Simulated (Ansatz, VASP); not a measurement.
# One calculation of BeS, two programs

```
Be S
1.0
     3.33291    0.00000    0.00000
    -1.66646    2.88639    0.00000
     0.00000    0.00000    5.30726
Be S
2 2
Direct
  0.00000 0.00000 0.00000
  0.00000 0.00000 0.50000
  0.33333 0.66667 0.25000
  0.66667 0.33333 0.75000
```

Alike in both runs: task single point; functional r2SCAN; k mesh 9 × 9 × 4; no spin polarisation.

```csv
,VASP,Ansatz
version,VASP 6.6.1,Ansatz 0.2.0
potentials or method,"VASP PAW PBE potentials, release 64 (Be, S)","plane waves, PAW"
plane-wave cutoff (eV),520,500
occupations,"gaussian, width 0.01 eV",fixed
valence electrons in the cell,16,16
```

Ansatz gave:

* gap on the k mesh at the Fermi level (eV): 1.83
* pressure (GPa): -3.1

Problem. Estimate VASP's values.

Solution. gap on the k mesh at the Fermi level (eV): 1.83; pressure (GPa): -3.3.

VASP's potentials were made for PBE, not for r2SCAN.
